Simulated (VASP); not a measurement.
# SbWSe3 (Pm-3m) in VASP: notebook

SbWSe3 is run at these levels: PBE; tasks: single point, relaxation of cell and atoms.

Program: VASP 6.6.1. These are calculated values, not measurements. Logs are shortened: lines on timing, memory, paths and dates and some standing lists are left out, and cuts for length are marked.

### 1 The cell of the first run

It takes space group Pm-3m (No. 221, cubic). Conventional cell: a = 4.951 Å, b = 4.951 Å, c = 4.951 Å, α = 90.00°, β = 90.00°, γ = 90.00°. Sb (site symmetry m-3m) has 12 Se at 3.50 Å and 8 W at 4.29 Å within 4.6 Å. W (site symmetry m-3m) has 6 Se at 2.48 Å within 3.3 Å. Within 3.3 Å of Se (site symmetry 4/mmm) lie 2 W at 2.48 Å.

### 2 Single point, PBE

INCAR reads:

```
SYSTEM = SbWSe3
PREC = Accurate
ENCUT = 520
EDIFF = 1E-7
ISMEAR = 0
SIGMA = 0.1
LREAL = .False.
LASPH = .True.
NELM = 100
ALGO = Normal
ISIF = 2
LWAVE = .False.
LCHARG = .False.
GGA = PE
NBANDS = 26
```

KPOINTS reads:

```
Automatic mesh
0
Gamma
  8 8 8
  0 0 0
```

POSCAR reads:

```
SbWSe3
1.0
    4.9511167347      0.0000000000      0.0000000000
    0.0000000000      4.9511167347      0.0000000000
    0.0000000000      0.0000000000      4.9511167347
Sb W Se
1 1 3
Direct
    0.0000000000      0.0000000000      0.0000000000
    0.5000000000      0.5000000000      0.5000000000
    0.0000000000      0.5000000000      0.5000000000
    0.5000000000      0.0000000000      0.5000000000
    0.5000000000      0.5000000000      0.0000000000
```

Potentials or basis: VASP PAW PBE potentials, release 64 (Sb, W_sv, Se).

Run with:

```console
cat potpaw_PBE.64/Sb/POTCAR potpaw_PBE.64/W_sv/POTCAR potpaw_PBE.64/Se/POTCAR > POTCAR
mpirun -np 1 vasp_std > vasp.out
```

OUTCAR:

```text
SYSTEM = SbWSe3
   PREC = Accurate
   ENCUT = 520
   EDIFF = 1E-7
   ISMEAR = 0
   LREAL = .False.
   LASPH = .True.
   NELM = 100
   ISIF = 2
   GGA = PE

 ion  position               nearest neighbor table
   1  0.000  0.000  0.000-
   2  0.500  0.500  0.500-   3 2.48   4 2.48   5 2.48   5 2.48   4 2.48   3 2.48
   3  0.000  0.500  0.500-   2 2.48   2 2.48
   4  0.500  0.000  0.500-   2 2.48   2 2.48
   5  0.500  0.500  0.000-   2 2.48   2 2.48

  LATTYP: Found a simple cubic cell.
 ALAT       =     4.9511167347

  Lattice vectors:

 A1 = (   4.9511167347,   0.0000000000,   0.0000000000)
 A2 = (   0.0000000000,   4.9511167347,   0.0000000000)
 A3 = (   0.0000000000,   0.0000000000,   4.9511167347)

Analysis of symmetry for initial positions (statically):
=====================================================================
 Subroutine PRICEL returns:
 Original cell was already a primitive cell.

 Routine SETGRP: Setting up the symmetry group for a
 simple cubic supercell.

 Subroutine GETGRP returns: Found 48 space group operations
 (whereof 48 operations were pure point group operations)
 out of a pool of 48 trial point group operations.

The static configuration has the point symmetry O_h .

Analysis of symmetry for dynamics (positions and initial velocities):
=====================================================================
 Subroutine PRICEL returns:
 Original cell was already a primitive cell.

 Routine SETGRP: Setting up the symmetry group for a
 simple cubic supercell.

 Subroutine GETGRP returns: Found 48 space group operations
 (whereof 48 operations were pure point group operations)
 out of a pool of 48 trial point group operations.

The dynamic configuration has the point symmetry O_h .

 Subroutine INISYM returns: Found 48 space group operations
 (whereof 48 operations are pure point group operations),
 and found     1 'primitive' translations

----------------------------------------------------------------------------------------

                                     Primitive cell

  volume of cell :     121.3695

  direct lattice vectors                    reciprocal lattice vectors
     4.951116735  0.000000000  0.000000000     0.201974636  0.000000000  0.000000000
     0.000000000  4.951116735  0.000000000     0.000000000  0.201974636  0.000000000
     0.000000000  0.000000000  4.951116735     0.000000000  0.000000000  0.201974636

  length of vectors
     4.951116735  4.951116735  4.951116735     0.201974636  0.201974636  0.201974636

  position of ions in fractional coordinates (direct lattice)
     0.000000000  0.000000000  0.000000000
     0.500000000  0.500000000  0.500000000
     0.000000000  0.500000000  0.500000000
     0.500000000  0.000000000  0.500000000
     0.500000000  0.500000000  0.000000000

  ion indices of the primitive-cell ions
   primitive index   ion index
                 1           1
                 2           2
                 3           3
                 4           4
                 5           5

----------------------------------------------------------------------------------------

 KPOINTS: Automatic mesh

Automatic generation of k-mesh.
 Grid dimensions read from file:
 generate k-points for:    8    8    8

 Generating k-lattice:

  Cartesian coordinates                     Fractional coordinates (reciprocal lattice)
     0.025246829  0.000000000  0.000000000     0.125000000  0.000000000  0.000000000
     0.000000000  0.025246829  0.000000000     0.000000000  0.125000000  0.000000000
     0.000000000  0.000000000  0.025246829     0.000000000  0.000000000  0.125000000

  Length of vectors
     0.025246829  0.025246829  0.025246829

  Shift w.r.t. Gamma in fractional coordinates (k-lattice)
     0.000000000  0.000000000  0.000000000

 Subroutine IBZKPT returns following result:
 ===========================================

 Found     35 irreducible k-points:

 Following reciprocal coordinates:
            Coordinates               Weight
  0.000000  0.000000  0.000000      1.000000
  0.125000  0.000000  0.000000      6.000000
  0.250000  0.000000  0.000000      6.000000
  0.375000  0.000000  0.000000      6.000000
  0.500000  0.000000  0.000000      3.000000
  0.125000  0.125000  0.000000     12.000000
[... 16 lines left out ...]
  0.375000  0.375000  0.125000     24.000000
  0.500000  0.375000  0.125000     24.000000
 [... further k-points ...]
   k-points           NKPTS =     35   k-points in BZ     NKDIM =     35   number of bands    NBANDS=     26
   number of dos      NEDOS =    301   number of ions     NIONS =      5
   total plane-waves  NPLWV =  64000
   dimension x,y,z NGX =    40 NGY =   40 NGZ =   40
   dimension x,y,z NGXF=    80 NGYF=   80 NGZF=   80
   ions per type =               1   1   3
   NGX,Y,Z   is equivalent  to a cutoff of  13.43, 13.43, 13.43 a.u.
   NGXF,Y,Z  is equivalent  to a cutoff of  26.86, 26.86, 26.86 a.u.
 SYSTEM =  SbWSe3
   PREC   = accura    normal or accurate (medium, high low for compatibility)
   ISTART =      0    job   : 0-new  1-cont  2-samecut
   ICHARG =      2    charge: 1-file 2-atom 10-const
   ISPIN  =      1    spin polarized calculation?
   LNONCOLLINEAR =      F non collinear calculations
   LSORBIT =      F    spin-orbit coupling
   LASPH  =      T    aspherical Exc in radial PAW
   ENCUT  =  520.0 eV  38.22 Ry    6.18 a.u.   9.21  9.21  9.21*2*pi/ulx,y,z
   NELM   =    100;   NELMIN=  2; NELMDL= -5     # of ELM steps
   EDIFF  = 0.1E-06   stopping-criterion for ELM
   LREAL  =      F    real-space projection
   EDIFFG = 0.1E-05   stopping-criterion for IOM
   NSW    =      0    number of steps for IOM
   IBRION =     -1    ionic relax: 0-MD 1-quasi-New 2-CG
   NFREE  =      0    steps in history (QN), initial steepest desc. (CG)
   ISIF   =      2    stress and relaxation
   ISYM   =      2    0-nonsym 1-usesym 2-fastsym
   POTIM  = 0.5000    time-step for ionic-motion
   TEBEG  =    0.0;   TEEND  =   0.0 temperature during run
   PSTRESS=    0.0 pullay stress
   NELECT =      37.0000    total number of electrons
   NUPDOWN=      -1.0000    fix difference up-down
   EMIN   =  10.00;   EMAX   =-10.00  energy-range for DOS
   EFERMI =   0.00;   METHOD = LEGACY
   ISMEAR =     0;   SIGMA  =   0.10  broadening in eV -4-tet -1-fermi 0-gaus
   EFERMI_NEDOS =   21; number of points for ismear=-14 and -15
   IALGO  =     38    algorithm
   IMIX   =      4    mixing-type and parameters
     AMIX     =   0.40;   BMIX     =  1.00
     AMIX_MAG =   1.60;   BMIX_MAG =  1.00
  volume/ion in A,a.u.               =      24.27       163.81
  Fermi-wavevector in a.u.,A,eV,Ry     =   1.101807  2.082114 16.517186  1.213979
  Thomas-Fermi vector in A             =   2.238240
   LORBIT       =      0    0 simple, 1 ext, 2 COOP (PROOUT), +10 PAW based schemes
   GGA     = PE    functional components
   LHFCALC =     F    Hartree Fock is set to
   AEXX    =    0.0000 exact exchange contribution
   IVDW    =     0    specifies the selected vdW correction
   LEPSILON=     F    determine dielectric tensor
   LRPA    =     F    only Hartree local field effects (RPA)
 non-spin polarized calculation
 Gauss-broadening in eV      SIGMA  =   0.10
  energy-cutoff  :      520.00
  volume of cell :      121.37
 maximum number of plane-waves:      3294
 NGX is ok and might be reduce to    40
   NGX = 19   NGY = 19   NGZ = 19

 number of electron      37.0000003 magnetization

 Free energy of the ion-electron system (eV)
  ---------------------------------------------------
  ext. energy  EPLUGINS =         0.00000000
  ---------------------------------------------------
  free energy    TOTEN  =       -25.70016938 eV

  energy without entropy =      -25.66728515  energy(sigma->0) =      -25.68372726

 E-fermi :   5.3867     XC(G=0): -10.0524

 val. band max:        5.3820799914   @ k =   0.5000   0.5000   0.5000
 cond. band min:       5.3875188039   @ k =   0.3750   0.2500   0.1250
 fundamental gap:      0.0054388125
 Fermi energy:         5.3866724719

 k-point     1 :       0.0000    0.0000    0.0000
  band No.  band energies     occupation
      1     -69.4685      2.00000
      2     -33.7051      2.00000
      3     -33.7051      2.00000
      4     -33.7051      2.00000
      5      -9.1781      2.00000
      6      -7.5443      2.00000
[... 18 lines left out ...]
     25       7.4223      0.00000
     26       8.4350      0.00000

 k-point     2 :       0.1250    0.0000    0.0000
  band No.  band energies     occupation
      1     -69.4685      2.00000
      2     -33.7053      2.00000
      3     -33.7051      2.00000
      4     -33.7051      2.00000
      5      -9.1141      2.00000
      6      -7.5487      2.00000
[... 18 lines left out ...]
     25       7.2907      0.00000
     26       8.9484      0.00000

 k-point     3 :       0.2500    0.0000    0.0000
  band No.  band energies     occupation
      1     -69.4685      2.00000
      2     -33.7056      2.00000
      3     -33.7050      2.00000
      4     -33.7050      2.00000
      5      -8.9439      2.00000
      6      -7.5746      2.00000
[... 18 lines left out ...]
     25       7.3630      0.00000
     26      10.2342      0.00000

 k-point     4 :       0.3750    0.0000    0.0000
  band No.  band energies     occupation
      1     -69.4686      2.00000
      2     -33.7059      2.00000
      3     -33.7050      2.00000
      4     -33.7050      2.00000
      5      -8.7402      2.00000
      6      -7.6344      2.00000
[... 18 lines left out ...]
     25       7.4358      0.00000
     26      11.5133      0.00000
[... 496 lines left out ...]
      1     -69.4686      2.00000
      2     -33.7059      2.00000
      3     -33.7053      2.00000
      4     -33.7049      2.00000
      5      -8.3265      2.00000
      6      -7.5996      2.00000
[... 18 lines left out ...]
     25       9.6916      0.00000
     26      12.9399      0.00000

 k-point    23 :       0.3750    0.3750    0.1250
  band No.  band energies     occupation
      1     -69.4686      2.00000
      2     -33.7057      2.00000
      3     -33.7057      2.00000
      4     -33.7049      2.00000
      5      -8.2228      2.00000
      6      -7.5396      2.00000
[... 18 lines left out ...]
     25      11.0339      0.00000
     26      11.9822      0.00000

 k-point    24 :       0.5000    0.3750    0.1250
  band No.  band energies     occupation
      1     -69.4686      2.00000
      2     -33.7058      2.00000
      3     -33.7056      2.00000
      4     -33.7049      2.00000
      5      -8.1211      2.00000
      6      -7.5558      2.00000
[... 18 lines left out ...]
     25      11.2470      0.00000
     26      12.5072      0.00000

 [... further k-points ...]
[... 5 lines left out ...]
  --------------------------------------------------------------------------------------
  -------------------------------------------------------------------------------------
  Total        0.0470205      0.0470205      0.0470205      0.0000000     -0.0000000      0.0000000
  in kB        0.6207092      0.6207092      0.6207092      0.0000000     -0.0000000      0.0000000
  external PRESSURE =       0.6207092 kB  Pullay stress =       0.0000000 kB

 VOLUME and BASIS-vectors are now :
 -----------------------------------------------------------------------------
  energy-cutoff  :      520.00
  volume of cell :      121.37
      direct lattice vectors                 reciprocal lattice vectors
     4.951116735  0.000000000  0.000000000     0.201974636  0.000000000  0.000000000
     0.000000000  4.951116735  0.000000000     0.000000000  0.201974636  0.000000000
     0.000000000  0.000000000  4.951116735     0.000000000  0.000000000  0.201974636

 POSITION                                       TOTAL-FORCE (eV/Angst)
 -----------------------------------------------------------------------------------
      0.00000      0.00000      0.00000         0.000000      0.000000      0.000000
      2.47556      2.47556      2.47556         0.000000      0.000000      0.000000
      0.00000      2.47556      2.47556         0.000000      0.000000      0.000000
      2.47556      0.00000      2.47556         0.000000      0.000000      0.000000
      2.47556      2.47556      0.00000         0.000000      0.000000      0.000000
 -----------------------------------------------------------------------------------
    total drift:                                0.000000      0.000000     -0.000000

  FREE ENERGIE OF THE ION-ELECTRON SYSTEM (eV)
  ---------------------------------------------------
  free  energy   TOTEN  =       -25.7001693795 eV

  energy  without entropy=      -25.6672851500  energy(sigma->0) =      -25.68372726
```

Run time: 2.2 min. Hardware: 1 thread of Intel Xeon Platinum 8559C (Emerald Rapids), shared host; peak memory 0.3 GiB.

Results:

* Free energy: -25.7002 eV
* Pressure: 0.1 GPa
* Band gap on the k mesh: zero (an odd number of electrons rules out a gap without spin polarisation)

Caveat: spin-orbit coupling is left out, which moves the levels of the heavy elements.

### 3 Relaxation of cell and atoms, PBE

INCAR reads:

```
PREC = Accurate
ENCUT = 600
EDIFF = 1E-6
ISMEAR = 0
SIGMA = 0.1
LREAL = F
LASPH = T
NELM = 80
ALGO = Normal
ISIF = 3
LWAVE = F
LCHARG = F
GGA = PE
IBRION = 2
NSW = 100
EDIFFG = -0.01
```

KPOINTS reads:

```
regular mesh
0
Gamma
  8 8 8
```

POSCAR is that of step 2.

Potentials or basis: VASP PAW PBE potentials, release 64 (Sb, W_sv, Se).

Run with:

```console
cat potpaw_PBE.64/Sb/POTCAR potpaw_PBE.64/W_sv/POTCAR potpaw_PBE.64/Se/POTCAR > POTCAR
mpirun -np 1 vasp_std > vasp.out
```

OUTCAR:

```text
PREC = Accurate
   ENCUT = 600
   EDIFF = 1E-6
   ISMEAR = 0
   LREAL = F
   LASPH = T
   NELM = 80
   ISIF = 3
   GGA = PE
   IBRION = 2
   NSW = 100
   EDIFFG = -0.01

 ion  position               nearest neighbor table
   1  0.000  0.000  0.000-
   2  0.500  0.500  0.500-   3 2.48   4 2.48   5 2.48   5 2.48   4 2.48   3 2.48
   3  0.000  0.500  0.500-   2 2.48   2 2.48
   4  0.500  0.000  0.500-   2 2.48   2 2.48
   5  0.500  0.500  0.000-   2 2.48   2 2.48

  LATTYP: Found a simple cubic cell.
 ALAT       =     4.9511167347

  Lattice vectors:

 A1 = (   4.9511167347,   0.0000000000,   0.0000000000)
 A2 = (   0.0000000000,   4.9511167347,   0.0000000000)
 A3 = (   0.0000000000,   0.0000000000,   4.9511167347)

Analysis of symmetry for initial positions (statically):
=====================================================================
 Subroutine PRICEL returns:
 Original cell was already a primitive cell.

 Routine SETGRP: Setting up the symmetry group for a
 simple cubic supercell.

[... 218 lines left out ...]
  ---------------------------------------------------
  free energy    TOTEN  =       -25.70048385 eV

  energy without entropy =      -25.66752845  energy(sigma->0) =      -25.68400615

 E-fermi :   5.3707     XC(G=0): -10.0456

 val. band max:        5.3651726228   @ k =   0.5000   0.5000   0.5000
 cond. band min:       5.3717390969   @ k =   0.3750   0.2500   0.1250
 fundamental gap:      0.0065664741
 Fermi energy:         5.3706922771

 k-point     1 :       0.0000    0.0000    0.0000
  band No.  band energies     occupation
      1     -69.4870      2.00000
      2     -33.7224      2.00000
      3     -33.7224      2.00000
      4     -33.7224      2.00000
      5      -9.1850      2.00000
      6      -7.5556      2.00000
[... 589 lines left out ...]
     21       7.0097      0.00000
     22       7.0644      0.00000

 [... further k-points ...]
[... 5 lines left out ...]
  --------------------------------------------------------------------------------------
  -------------------------------------------------------------------------------------
  Total       -0.0452355     -0.0452355     -0.0452355     -0.0000000     -0.0000000      0.0000000
  in kB       -0.5962627     -0.5962627     -0.5962627     -0.0000000     -0.0000000      0.0000000
  external PRESSURE =      -0.5962627 kB  Pullay stress =       0.0000000 kB

 VOLUME and BASIS-vectors are now :
 -----------------------------------------------------------------------------
  energy-cutoff  :      600.00
  volume of cell :      121.55
      direct lattice vectors                 reciprocal lattice vectors
     4.953559311  0.000000000 -0.000000000     0.201875043 -0.000000000  0.000000000
     0.000000000  4.953559311  0.000000000    -0.000000000  0.201875043 -0.000000000
    -0.000000000  0.000000000  4.953559311     0.000000000 -0.000000000  0.201875043

 POSITION                                       TOTAL-FORCE (eV/Angst)
 -----------------------------------------------------------------------------------
      0.00000      0.00000      0.00000        -0.000000      0.000000      0.000000
      2.47678      2.47678      2.47678         0.000000     -0.000000      0.000000
      0.00000      2.47678      2.47678        -0.000000      0.000000      0.000000
      2.47678      0.00000      2.47678        -0.000000      0.000000      0.000000
      2.47678      2.47678      0.00000        -0.000000      0.000000      0.000000
 -----------------------------------------------------------------------------------
    total drift:                               -0.000000      0.000000     -0.000000

  FREE ENERGIE OF THE ION-ELECTRON SYSTEM (eV)
  ---------------------------------------------------
  free  energy   TOTEN  =       -25.7004838510 eV

  energy  without entropy=      -25.6675284535  energy(sigma->0) =      -25.68400615

 reached required accuracy - stopping structural energy minimisation
```

OSZICAR:

```text
N       E                     dE             d eps       ncg     rms          rms(c)
DAV:   1     0.281788876892E+03    0.28179E+03   -0.19248E+04  1820   0.164E+03
DAV:   2    -0.421526553833E+01   -0.28600E+03   -0.28131E+03  1842   0.340E+02
DAV:   3    -0.265225339402E+02   -0.22307E+02   -0.21772E+02  1938   0.841E+01
[... 15 lines left out ...]
DAV:   2    -0.257010157177E+02    0.97591E-04   -0.85018E-03  1996   0.474E-01    0.123E-01
DAV:   3    -0.257005271354E+02    0.48858E-03   -0.29563E-03  1986   0.228E-01    0.407E-02
DAV:   4    -0.257004867856E+02    0.40350E-04   -0.16660E-04  1642   0.892E-02    0.174E-02
DAV:   5    -0.257004848226E+02    0.19630E-05   -0.11673E-05  2116   0.216E-02    0.140E-02
DAV:   6    -0.257004838510E+02    0.97156E-06   -0.14704E-06  1040   0.741E-03
   2 F= -.25700484E+02 E0= -.25684006E+02  d E =0.205143E-05
```

CONTCAR:

```text
SbWSe3
   1.00000000000000
     4.9535593107321434    0.0000000000000000   -0.0000000000000000
     0.0000000000000000    4.9535593107321434    0.0000000000000000
    -0.0000000000000000    0.0000000000000000    4.9535593107321434
  Sb              W               Se
     1     1     3
Direct
     0.0000000000000000    0.0000000000000000    0.0000000000000000
     0.5000000000000000    0.5000000000000000    0.5000000000000000
     0.0000000000000000    0.5000000000000000    0.5000000000000000
     0.5000000000000000    0.0000000000000000    0.5000000000000000
     0.5000000000000000    0.5000000000000000    0.0000000000000000

  0.00000000E+00  0.00000000E+00  0.00000000E+00
  0.00000000E+00  0.00000000E+00  0.00000000E+00
  0.00000000E+00  0.00000000E+00  0.00000000E+00
  0.00000000E+00  0.00000000E+00  0.00000000E+00
  0.00000000E+00  0.00000000E+00  0.00000000E+00
```

Wall time 2.2 min (1 thread of Intel Xeon Platinum 8559C (Emerald Rapids), shared host); peak memory 0.33 GiB.

What came out:

```yaml
Free_energy: -25.7005 eV
Relaxed_volume: 24.31 Å³/atom
Relaxed_cell: a = 4.954 Å, b = 4.954 Å, c = 4.954 Å, α = 90.00°, β = 90.00°, γ = 90.00°
Space_group_after_relaxing_to_0.1_Å: Pm-3m (No. 221)
Ionic_steps: 2
Pressure_after_relaxing: -0.1 GPa
Band_gap_on_the_k_mesh: zero (an odd number of electrons rules out a gap without spin polarisation)
```

Final structure:
```
Sb W Se
1.0
     4.95356    0.00000    0.00000
     0.00000    4.95356    0.00000
     0.00000    0.00000    4.95356
Sb W Se
1 1 3
Direct
  0.00000 0.00000 0.00000
  0.50000 0.50000 0.50000
  0.00000 0.50000 0.50000
  0.50000 0.00000 0.50000
  0.50000 0.50000 0.00000
```

Caveat: spin-orbit coupling is left out, which moves the levels of the heavy elements.
